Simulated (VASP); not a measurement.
Mg5O, 6 atoms in the cell. Symmetry: R-3m, No. 166, trigonal system. The conventional cell has a = 5.923 Å, b = 5.923 Å, c = 10.997 Å, α = 90.00°, β = 90.00°, γ = 120.00°. Within 3.3 Å of Mg (site symmetry 2/m) lie 2 O at 2.51 Å and 10 Mg at 2.89 to 3.25 Å. Within 3.5 Å of Mg (site symmetry 3m) lie 10 Mg at 2.67 to 3.25 Å and 3 O at 3.46 Å. O (site symmetry -3m) has 6 Mg at 2.51 Å within 3.3 Å. 

| Quantity | Value |
| --- | --- |
| Program | VASP 6.6.1 |
| Task | single point |
| Functional | PBE |
| Potentials or basis | VASP PAW PBE potentials, release 64 (Mg, O) |
| Cutoff | 600 eV |
| k mesh | 4 × 4 × 4 |
| Occupations | gaussian, width 0.2 eV |
| Spin | no spin polarisation |
| Dipole correction | no |
| Further INCAR settings | ALGO = Normal; EDIFF = 1e-06; NBANDS = 17 |

Potentials or basis: VASP PAW PBE potentials, release 64 (Mg, O).

Launch:

```bash
$ cat potpaw_PBE.64/Mg/POTCAR potpaw_PBE.64/O/POTCAR > POTCAR
$ mpirun -np 1 vasp_std > vasp.out
```

Hardware: 1 thread of Intel(R) Xeon(R) Platinum 8259CL CPU @ 2.50GHz (Skylake/Cascade Lake), with other jobs on the host.

Task: How long does it take, and how much memory?

Result: Run time: 31 s on 1 thread of Intel(R) Xeon(R) Platinum 8259CL CPU @ 2.50GHz (Skylake/Cascade Lake), on a shared host, peak memory 0.24 GiB. Counts: scf iterations 14, k points 13.
